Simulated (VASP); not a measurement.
The system is Hf.

```
Hf
1.0
     3.18015    0.00000    0.00000
    -1.59007    2.75409    0.00000
     0.00000    0.00000    5.15184
Hf
2
Cartesian
  0.0000 1.8361 1.2880
  1.5901 0.9180 3.8639
```

```yaml
Program: VASP 6.6.1
Task: relaxation of cell and atoms
Functional: PBE
Potentials_or_basis: VASP PAW PBE potentials, release 64 (Hf_pv)
Cutoff: 600 eV
k_mesh: 15 × 15 × 8
Occupations: fermi-dirac, width 0.05 eV
Spin: no spin polarisation
```

At the start: pressure -0.6 GPa; volume 22.56 Å³/atom.

Task: How do energy, volume and symmetry change on relaxing?

Result: Over 5 steps the energy falls by 3.7 meV/atom and the volume is 22.45 Å³/atom (-0.5 %); space group P6_3/mmc (No. 194, to 0.1 Å) before and after.

Step by step:
| step | energy change (eV) | largest force (eV/Å) | pressure (GPa) | volume (Å³) |
| --- | --- | --- | --- | --- |
| 1 | 0.0000 | 0.0000 | -0.56 | 45.12 |
| 2 | -0.0067 | 0.0000 | 0.72 | 44.60 |
| 3 | -0.0067 | 0.0000 | 0.67 | 44.62 |
| 4 | -0.0070 | 0.0000 | -0.51 | 45.11 |
| 5 | -0.0075 | 0.0000 | 0.00 | 44.90 |

Final structure:
```
Hf
1.0
     3.20115    0.00000    0.00000
    -1.60058    2.77228    0.00000
     0.00000    0.00000    5.05901
Hf
2
Direct
  0.33333 0.66667 0.25000
  0.66667 0.33333 0.75000
```
